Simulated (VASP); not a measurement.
# Ag (I4_1/amd) in VASP: relaxation of cell and atoms with PBE

Aim: the relaxation of cell and atoms of Ag with PBE.

Program: VASP 6.6.1. These are calculated values, not measurements. Logs are shortened: lines on timing, memory, paths and dates and some standing lists are left out, and cuts for length are marked.

## Step 1: The cell of the first run

It takes space group I4_1/amd (No. 141, tetragonal). The conventional cell has a = 4.774 Å, b = 4.774 Å, c = 2.626 Å, α = 90.00°, β = 90.00°, γ = 90.00°. Within 3.3 Å of Ag (site symmetry -4m2) lie 10 Ag at 2.48 to 3.09 Å.

## Step 2: Relaxation of cell and atoms, PBE, target pressure 31 GPa, at which the enthalpy is minimised

File INCAR:

```
SYSTEM = Ag
ALGO = Normal
EDIFF = 1E-6
EDIFFG = -0.005
ENCUT = 600
GGA = PE
IBRION = 2
ISIF = 3
ISMEAR = -1
LASPH = .True.
LCHARG = .False.
LREAL = .False.
LWAVE = .False.
NELM = 80
NSW = 60
PREC = Accurate
PSTRESS = 310.0
SIGMA = 0.08
```

File KPOINTS:

```
k-points
0
Gamma
  17 17 17
  0 0 0
```

File POSCAR:

```
Ag
1.0
   -2.3871820762      2.3871820762      1.3129501419
    2.3871820762     -2.3871820762      1.3129501419
    2.3871820762      2.3871820762     -1.3129501419
Ag
2
Direct
   -0.3750000000     -0.1250000000     -0.2500000000
    0.3750000000      0.1250000000      0.2500000000
```

Potentials or basis: VASP PAW PBE potentials, release 64 (Ag).

Launch:

```
$ cat potpaw_PBE.64/Ag/POTCAR > POTCAR
$ mpirun -np 1 vasp_std > vasp.out
```

OUTCAR:

```text
SYSTEM = Ag
   EDIFF = 1E-6
   EDIFFG = -0.005
   ENCUT = 600
   GGA = PE
   IBRION = 2
   ISIF = 3
   ISMEAR = -1
   LASPH = .True.
   LREAL = .False.
   NELM = 80
   NSW = 60
   PREC = Accurate
   PSTRESS = 310.0

 ion  position               nearest neighbor table
   1  0.625  0.875  0.750-   2 2.48   2 2.48   2 2.48   2 2.48   2 3.09   2 3.09   2 3.09   2 3.09

   2  0.375  0.125  0.250-   1 2.48   1 2.48   1 2.48   1 2.48   1 3.09   1 3.09   1 3.09   1 3.09

  LATTYP: Found a body centered tetragonal cell.
 ALAT       =     4.7743641524
 C/A-ratio  =     0.5500000000

  Lattice vectors:

 A1 = (  -2.3871820762,   2.3871820762,   1.3129501419)
 A2 = (   2.3871820762,  -2.3871820762,   1.3129501419)
 A3 = (   2.3871820762,   2.3871820762,  -1.3129501419)

Analysis of symmetry for initial positions (statically):
=====================================================================
 Subroutine PRICEL returns:
 Original cell was already a primitive cell.

 Routine SETGRP: Setting up the symmetry group for a
 body centered tetragonal supercell.

 Subroutine GETGRP returns: Found 16 space group operations
 (whereof  4 operations were pure point group operations)
 out of a pool of 16 trial point group operations.

The static configuration has the point symmetry C_2h.
 The point group associated with its full space group is D_4h.

Analysis of symmetry for dynamics (positions and initial velocities):
=====================================================================
 Subroutine PRICEL returns:
 Original cell was already a primitive cell.

 Routine SETGRP: Setting up the symmetry group for a
 body centered tetragonal supercell.

 Subroutine GETGRP returns: Found 16 space group operations
 (whereof  4 operations were pure point group operations)
 out of a pool of 16 trial point group operations.

The dynamic configuration has the point symmetry C_2h.
 The point group associated with its full space group is D_4h.

 Subroutine INISYM returns: Found 16 space group operations
 (whereof  4 operations are pure point group operations),
 and found     1 'primitive' translations

----------------------------------------------------------------------------------------

                                     Primitive cell

  volume of cell :      29.9281

  direct lattice vectors                    reciprocal lattice vectors
    -2.387182076  2.387182076  1.312950142     0.000000000  0.209451975  0.380821772
     2.387182076 -2.387182076  1.312950142     0.209451975  0.000000000  0.380821772
     2.387182076  2.387182076 -1.312950142     0.209451975  0.209451975  0.000000000

  length of vectors
     3.622307911  3.622307911  3.622307911     0.434620929  0.434620929  0.296209823

  position of ions in fractional coordinates (direct lattice)
     0.625000000  0.875000000  0.750000000
     0.375000000  0.125000000  0.250000000

  ion indices of the primitive-cell ions
   primitive index   ion index
                 1           1
                 2           2

----------------------------------------------------------------------------------------

 KPOINTS: k-points

Automatic generation of k-mesh.
 Grid dimensions read from file:
 generate k-points for:   17   17   17

 Generating k-lattice:

  Cartesian coordinates                     Fractional coordinates (reciprocal lattice)
     0.000000000  0.012320704  0.022401281     0.058823529 -0.000000000  0.000000000
     0.012320704  0.000000000  0.022401281    -0.000000000  0.058823529  0.000000000
     0.012320704  0.012320704  0.000000000     0.000000000  0.000000000  0.058823529

  Length of vectors
     0.025565937  0.025565937  0.017424107

  Shift w.r.t. Gamma in fractional coordinates (k-lattice)
     0.000000000  0.000000000  0.000000000

 Subroutine IBZKPT returns following result:
 ===========================================

 Found    405 irreducible k-points:

 Following reciprocal coordinates:
            Coordinates               Weight
  0.000000  0.000000  0.000000      1.000000
  0.058824 -0.000000  0.000000      8.000000
  0.117647 -0.000000  0.000000      8.000000
  0.176471 -0.000000  0.000000      8.000000
  0.235294 -0.000000  0.000000      8.000000
  0.294118  0.000000  0.000000      8.000000
[... 16 lines left out ...]
 -0.176471  0.058824 -0.000000     16.000000
 -0.117647  0.058824 -0.000000     16.000000
 [... further k-points ...]
   k-points           NKPTS =    405   k-points in BZ     NKDIM =    405   number of bands    NBANDS=     15
   number of dos      NEDOS =    301   number of ions     NIONS =      2
   total plane-waves  NPLWV =  27000
   dimension x,y,z NGX =    30 NGY =   30 NGZ =   30
   dimension x,y,z NGXF=    60 NGYF=   60 NGZF=   60
   ions per type =               2
   NGX,Y,Z   is equivalent  to a cutoff of  13.77, 13.77, 13.77 a.u.
   NGXF,Y,Z  is equivalent  to a cutoff of  27.54, 27.54, 27.54 a.u.
 SYSTEM =  Ag
   PREC   = accura    normal or accurate (medium, high low for compatibility)
   ISTART =      0    job   : 0-new  1-cont  2-samecut
   ICHARG =      2    charge: 1-file 2-atom 10-const
   ISPIN  =      1    spin polarized calculation?
   LNONCOLLINEAR =      F non collinear calculations
   LSORBIT =      F    spin-orbit coupling
   LASPH  =      T    aspherical Exc in radial PAW
   ENCUT  =  600.0 eV  44.10 Ry    6.64 a.u.   7.23  7.23  7.23*2*pi/ulx,y,z
   NELM   =     80;   NELMIN=  2; NELMDL= -5     # of ELM steps
   EDIFF  = 0.1E-05   stopping-criterion for ELM
   LREAL  =      F    real-space projection
   EDIFFG = -.5E-02   stopping-criterion for IOM
   NSW    =     60    number of steps for IOM
   IBRION =      2    ionic relax: 0-MD 1-quasi-New 2-CG
   NFREE  =      1    steps in history (QN), initial steepest desc. (CG)
   ISIF   =      3    stress and relaxation
   ISYM   =      2    0-nonsym 1-usesym 2-fastsym
   POTIM  = 0.5000    time-step for ionic-motion
   TEBEG  =    0.0;   TEEND  =   0.0 temperature during run
   PSTRESS=  310.0 pullay stress
   NELECT =      22.0000    total number of electrons
   NUPDOWN=      -1.0000    fix difference up-down
   EMIN   =  10.00;   EMAX   =-10.00  energy-range for DOS
   EFERMI =   0.00;   METHOD = LEGACY
   ISMEAR =    -1;   SIGMA  =   0.08  broadening in eV -4-tet -1-fermi 0-gaus
   EFERMI_NEDOS =   21; number of points for ismear=-14 and -15
   IALGO  =     38    algorithm
   IMIX   =      4    mixing-type and parameters
     AMIX     =   0.40;   BMIX     =  1.00
     AMIX_MAG =   1.60;   BMIX_MAG =  1.00
  volume/ion in A,a.u.               =      14.96       100.98
  Fermi-wavevector in a.u.,A,eV,Ry     =   1.477483  2.792039 29.700937  2.182957
  Thomas-Fermi vector in A             =   2.591882
   LORBIT       =      0    0 simple, 1 ext, 2 COOP (PROOUT), +10 PAW based schemes
   GGA     = PE    functional components
   LHFCALC =     F    Hartree Fock is set to
   AEXX    =    0.0000 exact exchange contribution
   IVDW    =     0    specifies the selected vdW correction
   LEPSILON=     F    determine dielectric tensor
   LRPA    =     F    only Hartree local field effects (RPA)
 conjugate gradient relaxation of ions
 non-spin polarized calculation
  energy-cutoff  :      600.00
  volume of cell :       29.93
 maximum number of plane-waves:      1018
 NGX is ok and might be reduce to    30
   NGX = 15   NGY = 15   NGZ = 15

--------------------------------------- Ionic step        1  -------------------------------------------

 number of electron      22.0000000 magnetization

 Free energy of the ion-electron system (eV)
  ---------------------------------------------------
  ext. energy  EPLUGINS =         0.00000000
  ---------------------------------------------------
  free energy    TOTEN  =        -3.94027264 eV

  energy without entropy =       -3.93012227  energy(sigma->0) =       -3.93519746

 E-fermi :  10.4228     XC(G=0): -12.9451

 val. band max:       10.4142527465   @ k =   0.4118   0.1765  -0.0000
 cond. band min:      10.4335584469   @ k =  -0.3529   0.4118   0.2353
 fundamental gap:      0.0193057005
 Fermi energy:        10.4227909922

 k-point     1 :       0.0000    0.0000    0.0000
  band No.  band energies     occupation
      1       1.6914      2.00000
      2       2.6706      2.00000
      3       3.1371      2.00000
      4       3.8807      2.00000
      5       4.1396      2.00000
      6       6.3396      2.00000
      7       6.3396      2.00000
      8       6.3989      2.00000
      9       6.3989      2.00000
     10       7.6161      2.00000
     11       8.4574      2.00000
     12      15.3711      0.00000
     13      15.3711      0.00000
     14      22.5830      0.00000
[... 401 lines left out ...]
      2       2.7859      2.00000
      3       3.1956      2.00000
      4       3.9520      2.00000
      5       4.1636      2.00000
      6       6.1181      2.00000
      7       6.1662      2.00000
      8       6.4789      2.00000
      9       6.5120      2.00000
     10       7.5405      2.00000
     11       8.2695      2.00000
     12      14.8601      0.00000
     13      15.7696      0.00000
     14      22.7197      0.00000
     15      23.4215      0.00000

 [... further k-points ...]

------------------------ aborting loop because EDIFF is reached ----------------------------------------

  FORCE on cell =-STRESS in cart. coord.  units (eV):
  Direction    XX          YY          ZZ          XY          YZ          ZX
  --------------------------------------------------------------------------------------
  -------------------------------------------------------------------------------------
  Total        9.3155155      9.3155155      6.4391109     -0.0000000     -0.0000000     -0.0000000
  in kB      498.6986139    498.6986139    344.7126120     -0.0000000     -0.0000000     -0.0000000
  external PRESSURE =     137.3699466 kB  Pullay stress =     310.0000000 kB
[... 177 lines left out ...]
--------------------------------------- Ionic step        6  -------------------------------------------

 number of electron      22.0000004 magnetization

 Free energy of the ion-electron system (eV)
  ---------------------------------------------------
  ext. energy  EPLUGINS =         0.00000000
  ---------------------------------------------------
  free energy    TOTEN  =        -4.35533611 eV

  energy without entropy =       -4.34386443  energy(sigma->0) =       -4.34960027

 E-fermi :   9.5869     XC(G=0): -12.6215

 val. band max:        9.5679115780   @ k =  -0.3529  -0.4706   0.1765
 cond. band min:       9.6046991507   @ k =  -0.3529   0.4706   0.2353
 fundamental gap:      0.0367875727
 Fermi energy:         9.5868826852

 k-point     1 :       0.0000    0.0000    0.0000
  band No.  band energies     occupation
      1       1.2747      2.00000
      2       2.3438      2.00000
      3       2.7162      2.00000
      4       3.1321      2.00000
      5       3.3714      2.00000
      6       5.7896      2.00000
      7       5.7896      2.00000
      8       5.8295      2.00000
      9       5.8295      2.00000
     10       6.7037      2.00000
     11       7.4932      2.00000
     12      14.0812      0.00000
     13      14.0812      0.00000
     14      20.5306      0.00000
[... 401 lines left out ...]
      2       2.4505      2.00000
      3       2.7688      2.00000
      4       3.2261      2.00000
      5       3.4178      2.00000
      6       5.5715      2.00000
      7       5.6056      2.00000
      8       5.8768      2.00000
      9       5.9110      2.00000
     10       6.6391      2.00000
     11       7.3242      2.00000
     12      13.5943      0.00000
     13      14.4590      0.00000
     14      20.8948      0.00000
     15      21.6577      0.00000

 [... further k-points ...]

------------------------ aborting loop because EDIFF is reached ----------------------------------------

  FORCE on cell =-STRESS in cart. coord.  units (eV):
  Direction    XX          YY          ZZ          XY          YZ          ZX
  --------------------------------------------------------------------------------------
  -------------------------------------------------------------------------------------
  Total        6.1093212      6.1093212      6.1064557      0.0000000      0.0000000      0.0000000
  in kB      310.3880279    310.3880279    310.2424404      0.0000000      0.0000000      0.0000000
  external PRESSURE =       0.3394987 kB  Pullay stress =     310.0000000 kB
[... 21 lines left out ...]
  energy  without entropy=       -4.3438644319  energy(sigma->0) =       -4.34960027

  enthalpy is  TOTEN    =         1.7463476451 eV   P V=        6.1016837512

 reached required accuracy - stopping structural energy minimisation
```

Run time: 7.7 min. Hardware: 1 thread of AMD EPYC 9R45 (Zen 5), shared host; peak memory 0.31 GiB.

Results:

- Free energy: -4.3553 eV
- Relaxed volume: 15.77 Å³/atom
- Relaxed cell: a = 3.718 Å, b = 3.718 Å, c = 3.718 Å, α = 97.01°, β = 97.01°, γ = 139.10°
- Space group after relaxing (to 0.1 Å): I4_1/amd (No. 141)
- Energy change on relaxing (the run minimises the enthalpy): -207.5 meV/atom
- Ionic steps: 6
- Pressure after relaxing: 31.0 GPa
- Band gap on the k mesh: zero (bands 11 and 12 overlap by 5.70 eV)

Step by step:
```
step  energy change (eV)  largest force (eV/Å)  pressure (GPa)  volume (Å³)
   1              0.0000                0.0000           44.74        29.93
   2             -0.9111                0.0000            9.66        35.78
   3             -0.4684                0.0000           28.79        31.86
   4             -0.4520                0.0000           29.41        31.78
   5             -0.3901                0.0000           31.96        31.42
   6             -0.4151                0.0000           31.03        31.54
```

Final structure:
```yaml
crystal:
  lattice:
    - [-2.46339, 2.46339, 1.29919]
    - [2.46339, -2.46339, 1.29919]
    - [2.46339, 2.46339, -1.29919]
  atoms:
    - { symbol: Ag, position: [0.62500, 0.87500, 0.75000] }
    - { symbol: Ag, position: [0.37500, 0.12500, 0.25000] }
```

Caveat: the cell is relaxed towards a set pressure, so the run minimises the enthalpy, not the energy.
